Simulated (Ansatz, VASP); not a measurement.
## Zn in VASP and in Ansatz

```
CELL_PARAMETERS angstrom
2.50491 0.00000 0.00000
-1.25246 2.16932 0.00000
0.00000 0.00000 4.94670
ATOMIC_POSITIONS crystal
Zn 0.33333 0.66667 0.25000
Zn 0.66667 0.33333 0.75000
```

Change from the starting cell: strain -0.0600 x Voigt [1, 1, 0, 0, 0, 0], atoms carried along.

Alike in both runs: task single point; functional PBEsol; k mesh 24 × 24 × 10; occupations gaussian, width 0.15 eV; no spin polarisation.

|  | VASP | Ansatz |
| --- | --- | --- |
| version | VASP 6.6.1 | Ansatz 0.2.0 |
| potentials or method | VASP PAW PBE potentials, release 64 (Zn), cutoff 520 eV | scalar-relativistic, plane waves, PAW |
| valence electrons in the cell | 24 | 24 |

VASP gave:

```
gap on the k mesh at the Fermi level (eV)                     : none
pressure (GPa)                                                : 9.4
traceless stress, the component that is largest in VASP (GPa) : -6.34
```

Q: What did Ansatz give for the same quantities?

A: gap on the k mesh at the Fermi level (eV): none; pressure (GPa): 8.3; traceless stress, the component that is largest in VASP (GPa): -6.08.

VASP's potentials were made for PBE, not for PBEsol. A gap of «none» marks a metal or a gap that the smearing closes.
